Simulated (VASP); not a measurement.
# MoS2 (P-3m1) in VASP: settings compared

MoS2 is run at these levels: PBEsol, RPBE+D3(BJ); tasks: single point.

Program: VASP 6.6.1. These are calculated values, not measurements. Logs are shortened: lines on timing, memory, paths and dates and some standing lists are left out, and cuts for length are marked.

### 1 The cell of the first run

The structure is trigonal, space group P-3m1 (No. 164). The conventional cell has a = 3.184 Å, b = 3.184 Å, c = 6.227 Å, α = 90.00°, β = 90.00°, γ = 120.00°. Mo (site symmetry -3m) has 6 S at 2.39 Å and 6 Mo at 3.18 Å within 3.2 Å. S (site symmetry 3m) has 3 Mo at 2.39 Å and 6 S at 3.18 Å within 3.2 Å.

### 2 Single point, PBEsol

The input, INCAR:

```
PREC     = Accurate       # precision mode
ENCUT    = 520            # plane-wave cutoff, eV
EDIFF    = 1E-6           # SCF threshold, eV
ISMEAR   = -1             # smearing method
SIGMA    = 0.05           # smearing width, eV
LREAL    = False          # projectors in reciprocal space
LASPH    = True           # aspherical terms in the spheres
NELM     = 60             # most SCF steps
ALGO     = Normal         # electronic algorithm
ISIF     = 2              # what is computed and relaxed
LWAVE    = False          # write WAVECAR
LCHARG   = False          # write CHGCAR
GGA      = PS             # functional
NBANDS   = 20             # bands
```

The input, KPOINTS:

```
Automatic mesh
0
Gamma
  9 9 4
```

The input, POSCAR:

```
MoS2
1.0
    3.1838448285      0.0000000000      0.0000000000
   -1.5919224143      2.7572905031      0.0000000000
    0.0000000000      0.0000000000      6.2271592669
Mo S
1 2
Direct
    0.0000000000      0.0000000000      0.5000000000
    0.6666666667      0.3333333333      0.7446806800
    0.3333333333      0.6666666667      0.2553193200
```

Potentials or basis: VASP PAW PBE potentials, release 64 (Mo_sv, S).

Run with:

```
> cat potpaw_PBE.64/Mo_sv/POTCAR potpaw_PBE.64/S/POTCAR > POTCAR
> mpirun -np 1 vasp_std > vasp.out
```

OUTCAR:

```text
PREC = Accurate
   ENCUT = 520
   EDIFF = 1E-6
   ISMEAR = -1
   LREAL = False
   LASPH = True
   NELM = 60
   ISIF = 2
   GGA = PS

 ion  position               nearest neighbor table
   1  0.000  0.000  0.500-   2 2.39   3 2.39   3 2.39   2 2.39   2 2.39   3 2.39
   2  0.667  0.333  0.745-   1 2.39   1 2.39   1 2.39
   3  0.333  0.667  0.255-   1 2.39   1 2.39   1 2.39

  LATTYP: Found a hexagonal cell.
 ALAT       =     3.1838448285
 C/A-ratio  =     1.9558614199

  Lattice vectors:

 A1 = (   3.1838448285,   0.0000000000,   0.0000000000)
 A2 = (  -1.5919224143,   2.7572905031,   0.0000000000)
 A3 = (   0.0000000000,   0.0000000000,   6.2271592669)

Analysis of symmetry for initial positions (statically):
=====================================================================
 Subroutine PRICEL returns:
 Original cell was already a primitive cell.

 Routine SETGRP: Setting up the symmetry group for a
 hexagonal supercell.

 Subroutine GETGRP returns: Found 12 space group operations
 (whereof 12 operations were pure point group operations)
 out of a pool of 24 trial point group operations.

The static configuration has the point symmetry D_3d.

Analysis of symmetry for dynamics (positions and initial velocities):
=====================================================================
 Subroutine PRICEL returns:
 Original cell was already a primitive cell.

 Routine SETGRP: Setting up the symmetry group for a
 hexagonal supercell.

 Subroutine GETGRP returns: Found 12 space group operations
 (whereof 12 operations were pure point group operations)
 out of a pool of 24 trial point group operations.

The dynamic configuration has the point symmetry D_3d.

 Subroutine INISYM returns: Found 12 space group operations
 (whereof 12 operations are pure point group operations),
 and found     1 'primitive' translations

----------------------------------------------------------------------------------------

                                     Primitive cell

  volume of cell :      54.6669

  direct lattice vectors                    reciprocal lattice vectors
     3.183844828  0.000000000  0.000000000     0.314085659  0.181337440  0.000000000
    -1.591922414  2.757290503  0.000000000     0.000000000  0.362674879  0.000000000
     0.000000000  0.000000000  6.227159267     0.000000000  0.000000000  0.160586867

  length of vectors
     3.183844828  3.183844828  6.227159267     0.362674879  0.362674879  0.160586867

  position of ions in fractional coordinates (direct lattice)
     0.000000000  0.000000000  0.500000000
     0.666666667  0.333333333  0.744680680
     0.333333333  0.666666667  0.255319320

  ion indices of the primitive-cell ions
   primitive index   ion index
                 1           1
                 2           2
                 3           3

----------------------------------------------------------------------------------------

 KPOINTS: Automatic mesh

Automatic generation of k-mesh.
 Grid dimensions read from file:
 generate k-points for:    9    9    4

 Generating k-lattice:

  Cartesian coordinates                     Fractional coordinates (reciprocal lattice)
     0.034898407  0.020148604  0.000000000     0.111111111 -0.000000000  0.000000000
     0.000000000  0.040297209  0.000000000     0.000000000  0.111111111  0.000000000
     0.000000000  0.000000000  0.040146717     0.000000000  0.000000000  0.250000000

  Length of vectors
     0.040297209  0.040297209  0.040146717

  Shift w.r.t. Gamma in fractional coordinates (k-lattice)
     0.000000000  0.000000000  0.000000000

 Subroutine IBZKPT returns following result:
 ===========================================

 Found     43 irreducible k-points:

 Following reciprocal coordinates:
            Coordinates               Weight
  0.000000  0.000000  0.000000      1.000000
  0.111111 -0.000000  0.000000      6.000000
  0.222222  0.000000  0.000000      6.000000
  0.333333  0.000000  0.000000      6.000000
  0.444444  0.000000  0.000000      6.000000
  0.111111  0.111111  0.000000      6.000000
[... 16 lines left out ...]
  0.222222  0.111111  0.250000     12.000000
 -0.111111  0.333333  0.250000     12.000000
 [... further k-points ...]
   k-points           NKPTS =     43   k-points in BZ     NKDIM =     43   number of bands    NBANDS=     20
   number of dos      NEDOS =    301   number of ions     NIONS =      3
   total plane-waves  NPLWV =  27648
   dimension x,y,z NGX =    24 NGY =   24 NGZ =   48
   dimension x,y,z NGXF=    48 NGYF=   48 NGZF=   96
   ions per type =               1   2
   NGX,Y,Z   is equivalent  to a cutoff of  12.53, 12.53, 12.81 a.u.
   NGXF,Y,Z  is equivalent  to a cutoff of  25.06, 25.06, 25.63 a.u.
 SYSTEM =  unknown system
   PREC   = accura    normal or accurate (medium, high low for compatibility)
   ISTART =      0    job   : 0-new  1-cont  2-samecut
   ICHARG =      2    charge: 1-file 2-atom 10-const
[... 41 lines left out ...]
   NGX = 11   NGY = 11   NGZ = 23

 number of electron      25.9999998 magnetization

 Free energy of the ion-electron system (eV)
  ---------------------------------------------------
  ext. energy  EPLUGINS =         0.00000000
  ---------------------------------------------------
  free energy    TOTEN  =       -22.58479228 eV

  energy without entropy =      -22.57669220  energy(sigma->0) =      -22.58074224

 E-fermi :   7.3463     XC(G=0): -10.8248

 val. band max:        7.3088974620   @ k =   0.0000   0.0000   0.5000
 cond. band min:       7.3475148653   @ k =   0.3333   0.2222   0.0000
 fundamental gap:      0.0386174033
 Fermi energy:         7.3463154157

 k-point     1 :       0.0000    0.0000    0.0000
  band No.  band energies     occupation
      1     -54.3137      2.00000
      2     -28.4174      2.00000
      3     -28.3444      2.00000
      4     -28.3444      2.00000
      5      -7.7422      2.00000
      6      -6.1533      2.00000
[... 12 lines left out ...]
     19      13.7837      0.00000
     20      16.9170      0.00000

 k-point     2 :       0.1111   -0.0000    0.0000
  band No.  band energies     occupation
      1     -54.3091      2.00000
      2     -28.4082      2.00000
      3     -28.3906      2.00000
      4     -28.3549      2.00000
      5      -7.5434      2.00000
      6      -6.1162      2.00000
[... 12 lines left out ...]
     19      14.3901      0.00000
     20      16.4313      0.00000

 k-point     3 :       0.2222    0.0000    0.0000
  band No.  band energies     occupation
      1     -54.2977      2.00000
      2     -28.5062      2.00000
      3     -28.3846      2.00000
      4     -28.3814      2.00000
      5      -7.0013      2.00000
      6      -6.0138      2.00000
[... 12 lines left out ...]
     19      15.2602      0.00000
     20      15.9692      0.00000

 k-point     4 :       0.3333    0.0000    0.0000
  band No.  band energies     occupation
      1     -54.2846      2.00000
      2     -28.6349      2.00000
      3     -28.4112      2.00000
      4     -28.3579      2.00000
      5      -6.3459      2.00000
      6      -5.8086      2.00000
[... 12 lines left out ...]
     19      14.4371      0.00000
     20      15.2540      0.00000

 k-point     5 :       0.4444    0.0000    0.0000
  band No.  band energies     occupation
      1     -54.2761      2.00000
      2     -28.7176      2.00000
      3     -28.4306      2.00000
      4     -28.3403      2.00000
      5      -6.0746      2.00000
      6      -5.3775      2.00000
[... 12 lines left out ...]
     19      14.3115      0.00000
     20      15.4363      0.00000
[... 353 lines left out ...]
      6      -5.3711      2.00000
[... 12 lines left out ...]
     19      13.8030      0.00000
     20      14.7021      0.00000

 k-point    22 :       0.1111    0.1111    0.2500
  band No.  band energies     occupation
      1     -54.3012      2.00000
      2     -28.4672      2.00000
      3     -28.3924      2.00000
      4     -28.3771      2.00000
      5      -7.0862      2.00000
      6      -6.1703      2.00000
[... 12 lines left out ...]
     19      15.7159      0.00000
     20      16.2691      0.00000

 k-point    23 :       0.2222    0.1111    0.2500
  band No.  band energies     occupation
      1     -54.2889      2.00000
      2     -28.5796      2.00000
      3     -28.4157      2.00000
      4     -28.3665      2.00000
      5      -6.5012      2.00000
      6      -5.9600      2.00000
[... 12 lines left out ...]
     19      15.1171      0.00000
     20      16.3018      0.00000

 k-point    24 :      -0.1111    0.3333    0.2500
  band No.  band energies     occupation
      1     -54.2889      2.00000
      2     -28.5796      2.00000
      3     -28.4157      2.00000
      4     -28.3665      2.00000
      5      -6.4394      2.00000
      6      -6.0383      2.00000
[... 12 lines left out ...]
     19      15.6528      0.00000
     20      15.8682      0.00000

 [... further k-points ...]

------------------------ aborting loop because EDIFF is reached ----------------------------------------

  FORCE on cell =-STRESS in cart. coord.  units (eV):
  Direction    XX          YY          ZZ          XY          YZ          ZX
  --------------------------------------------------------------------------------------
  -------------------------------------------------------------------------------------
  Total        0.2368442      0.2368442      1.7942627     -0.0000000      0.0000000      0.0000000
  in kB        6.9414307      6.9414307     52.5862522     -0.0000000      0.0000000      0.0000000
  external PRESSURE =      22.1563712 kB  Pullay stress =       0.0000000 kB

 VOLUME and BASIS-vectors are now :
 -----------------------------------------------------------------------------
  energy-cutoff  :      520.00
  volume of cell :       54.67
      direct lattice vectors                 reciprocal lattice vectors
     3.183844828  0.000000000  0.000000000     0.314085659  0.181337440  0.000000000
    -1.591922414  2.757290503  0.000000000     0.000000000  0.362674879  0.000000000
     0.000000000  0.000000000  6.227159267     0.000000000  0.000000000  0.160586867

 POSITION                                       TOTAL-FORCE (eV/Angst)
 -----------------------------------------------------------------------------------
      0.00000      0.00000      3.11358         0.000000      0.000000      0.000000
      1.59192      0.91910      4.63725         0.000000     -0.000000      0.708551
     -0.00000      1.83819      1.58991        -0.000000      0.000000     -0.708551
 -----------------------------------------------------------------------------------
    total drift:                                0.000000     -0.000000      0.000000

  FREE ENERGIE OF THE ION-ELECTRON SYSTEM (eV)
  ---------------------------------------------------
  free  energy   TOTEN  =       -22.5847922812 eV

  energy  without entropy=      -22.5766921981  energy(sigma->0) =      -22.58074224
```

It took 77 s on 1 thread of AMD EPYC, shared host; peak memory 0.16 GiB.

Results:

- Free energy: -22.5848 eV
- Pressure: 2.2 GPa
- Largest force: 0.709 eV/Å
- Band gap on the k mesh: zero (band 13 reaches 8.00 eV, above the bottom of band 14 at 7.01 eV)

Forces on the atoms (eV/Å):
```
Mo   0.000  0.000  0.000
S    0.000  0.000  0.709
S    0.000  0.000 -0.709
```

Stress tensor (GPa, compression positive):
```
0.69 0.00 0.00
0.00 0.69 0.00
0.00 0.00 5.26
```

Caveat: the PAW data sets were made with another functional, which shifts forces and pressure a little; this functional lacks dispersion, which binds the layers, so the pressure and a relaxed spacing across them are unreliable.

### 3 Single point, RPBE+D3(BJ)

The input, INCAR:

```
SYSTEM = MoS2
PREC = Accurate ; ENCUT = 520
EDIFF = 1E-6 ; ISMEAR = -1
SIGMA = 0.05 ; LREAL = .False.
LASPH = .True. ; NELM = 100
ALGO = Normal ; ISIF = 2
LWAVE = .False. ; LCHARG = .False.
GGA = RP ; IVDW = 12
NBANDS = 20
```

The input, KPOINTS:

```
regular mesh
0
Gamma
  9 9 4
  0 0 0
```

POSCAR is that of step 2.

Potentials or basis: VASP PAW PBE potentials, release 64 (Mo_sv, S).

Run with:

```
> cat potpaw_PBE.64/Mo_sv/POTCAR potpaw_PBE.64/S/POTCAR > POTCAR
> mpirun -np 1 vasp_std > vasp.out
```

It took 74 s on 1 thread of AMD EPYC, shared host; peak memory 0.17 GiB.

Results (log left out):

```
Free energy                : -25.4042 eV
Pressure                   : -9.1 GPa
Largest force              : 0.453 eV/Å
Band gap on the k mesh     : zero (band 13 reaches 8.20 eV, above the bottom of band 14 at 7.15 eV)
Dispersion energy per atom : -1.915 eV
```

Forces on the atoms (eV/Å):
```
Mo   0.000  0.000  0.000
S    0.000  0.000  0.453
S    0.000  0.000 -0.453
```

Stress tensor (GPa, compression positive):
```
-13.07   0.00   0.00
  0.00 -13.07   0.00
  0.00   0.00  -1.06
```

Levels at points of the mesh, in eV from the Fermi level:
| k point | band 9 | band 10 | band 11 | band 12 | band 13 | band 14 | band 15 | band 16 | band 17 | band 18 |
| --- | --- | --- | --- | --- | --- | --- | --- | --- | --- | --- |
| (0.00, 0.00, 0.00) | -4.22 | -1.92 | -1.13 | -1.02 | -1.02 | -0.31 | -0.31 | 3.34 | 3.34 | 6.12 |
| (0.00, 0.00, 0.50) | -4.21 | -3.69 | -1.02 | -1.02 | -0.39 | -0.39 | -0.07 | 3.52 | 3.52 | 6.00 |

Caveat: the PAW data sets were made with another functional, which shifts forces and pressure a little.

### 4 Single point, PBEsol

This run uses another cell than the first one, of 18.60 Å³/atom, 1.021 times its volume.

The input, INCAR:

```
PREC = Accurate
ENCUT = 520
EDIFF = 1E-6
ISMEAR = -1
SIGMA = 0.05
LREAL = False
LASPH = True
NELM = 80
ALGO = Normal
ISIF = 2
LWAVE = False
LCHARG = True
GGA = PS
LELF = True
LVHAR = True
NBANDS = 20
```

The input, KPOINTS:

```
regular mesh
0
Gamma
  9 9 4
```

The input, POSCAR:

```
MoS2
1.0
    3.2058030729      0.0000000000      0.0000000000
   -1.6029015365      2.7763069006      0.0000000000
    0.0000000000      0.0000000000      6.2701065500
Mo S
1 2
Direct
    0.0000000000      0.0000000000      0.5000000000
    0.6666666667      0.3333333333      0.7446806800
    0.3333333333      0.6666666667      0.2553193200
```

Run with:

```
> cat potpaw_PBE.64/Mo_sv/POTCAR potpaw_PBE.64/S/POTCAR > POTCAR
> mpirun -np 1 vasp_std > vasp.out
```

Run time: 71 s. Hardware: 1 thread of AMD EPYC, shared host; peak memory 0.16 GiB.

Results (log left out):

| Quantity | Value |
| --- | --- |
| Free energy | -22.5902 eV |
| Pressure | -0.8 GPa |
| Largest force | 0.355 eV/Å |
| Band gap on the k mesh | zero (band 13 reaches 7.72 eV, above the bottom of band 14 at 6.73 eV) |

Forces on the atoms (eV/Å):
```
Mo   0.000  0.000  0.000
S    0.000  0.000  0.355
S    0.000  0.000 -0.355
```

Stress tensor (GPa, compression positive):
```
-2.15  0.00  0.00
 0.00 -2.15  0.00
 0.00  0.00  1.99
```

Levels at points of the mesh, in eV from the Fermi level:
```csv
k point,band 9,band 10,band 11,band 12,band 13,band 14,band 15,band 16,band 17,band 18
"(0.00, 0.00, 0.00)",-4.12,-1.85,-1.13,-0.98,-0.98,-0.28,-0.28,3.30,3.30,6.01
"(0.00, 0.00, 0.50)",-4.11,-3.68,-0.99,-0.99,-0.35,-0.35,-0.05,3.47,3.47,5.95
```

Caveat: the PAW data sets were made with another functional, which shifts forces and pressure a little; this functional lacks dispersion, which binds the layers, so the pressure and a relaxed spacing across them are unreliable.

### 5 Single point, RPBE+D3(BJ)

This run uses another cell than the first one, of 18.60 Å³/atom, 1.021 times its volume.

The input, INCAR:

```
SYSTEM = MoS2
PREC     = Accurate       ! precision mode
ENCUT    = 520            ! plane-wave cutoff, eV
EDIFF    = 1E-6           ! SCF threshold, eV
ISMEAR   = -1             ! smearing method
SIGMA    = 0.05           ! smearing width, eV
LREAL    = .FALSE.        ! projectors in reciprocal space
LASPH    = .TRUE.         ! aspherical terms in the spheres
NELM     = 60             ! most SCF steps
ALGO     = Normal         ! electronic algorithm
ISIF     = 2              ! what is computed and relaxed
LWAVE    = .FALSE.        ! write WAVECAR
LCHARG   = .TRUE.         ! write CHGCAR
GGA      = RP             ! functional
IVDW     = 12             ! dispersion correction
LELF     = .TRUE.         ! ELF
LVHAR    = .TRUE.       
NBANDS   = 20             ! bands
```

The input, KPOINTS:

```
Automatic mesh
0
G
  9 9 4
  0 0 0
```

POSCAR is that of step 4.

Run with:

```
> cat potpaw_PBE.64/Mo_sv/POTCAR potpaw_PBE.64/S/POTCAR > POTCAR
> mpirun -np 1 vasp_std > vasp.out
```

Run time: 73 s. Hardware: 1 thread of AMD EPYC, shared host; peak memory 0.17 GiB.

The run converged. Its results:

```yaml
Free_energy: -25.3311 eV
Pressure: -11.6 GPa
Largest_force: 0.089 eV/Å
Band_gap_on_the_k_mesh: zero (band 13 reaches 7.92 eV, above the bottom of band 14 at 6.87 eV)
Dispersion_energy_per_atom: -1.872 eV
```

Forces in eV/Å, atoms in the order of the input:
```
Mo   0.000  0.000  0.000
S    0.000  0.000  0.089
S    0.000  0.000 -0.089
```

Stress tensor (GPa, compression positive):
```
-15.36   0.00   0.00
  0.00 -15.36   0.00
  0.00   0.00  -4.05
```

Levels at points of the mesh, in eV from the Fermi level:
```
           k point  band 9  band 10  band 11  band 12  band 13  band 14  band 15  band 16  band 17  band 18
(0.00, 0.00, 0.00)   -4.12    -1.89    -1.08    -0.98    -0.98    -0.33    -0.33     3.26     3.26     6.11
(0.00, 0.00, 0.50)   -4.11    -3.61    -0.98    -0.98    -0.40    -0.40    -0.08     3.42     3.42     6.04
```

Caveat: the PAW data sets were made with another functional, which shifts forces and pressure a little.

### 6 The runs side by side

| level | cell | gap on the mesh (eV) | pressure (GPa) | largest force (eV/Å) |
| --- | --- | --- | --- | --- |
| PBEsol | a = 3.184, b = 3.184, c = 6.227 Å, angles 90.0, 90.0, 120.0°, 3 atoms | none | 2.2 | 0.71 |
| RPBE+D3(BJ) | a = 3.184, b = 3.184, c = 6.227 Å, angles 90.0, 90.0, 120.0°, 3 atoms | none | -9.1 | 0.45 |
| PBEsol | a = 3.206, b = 3.206, c = 6.270 Å, angles 90.0, 90.0, 120.0°, 3 atoms | none | -0.8 | 0.35 |
| RPBE+D3(BJ) | a = 3.206, b = 3.206, c = 6.270 Å, angles 90.0, 90.0, 120.0°, 3 atoms | none | -11.6 | 0.09 |

Alike in all rows: task single point; potentials or basis VASP PAW PBE potentials, release 64 (Mo_sv, S); no spin polarisation; k mesh 9 × 9 × 4; cutoff (eV) 520; smearing fermi-dirac 0.05 eV.

Caveats: the PAW data sets were made with another functional, which shifts forces and pressure a little; this functional lacks dispersion, which binds the layers, so the pressure and a relaxed spacing across them are unreliable (some runs).

Total energies depend on the potentials used, so only differences within one code and one set of settings carry meaning.
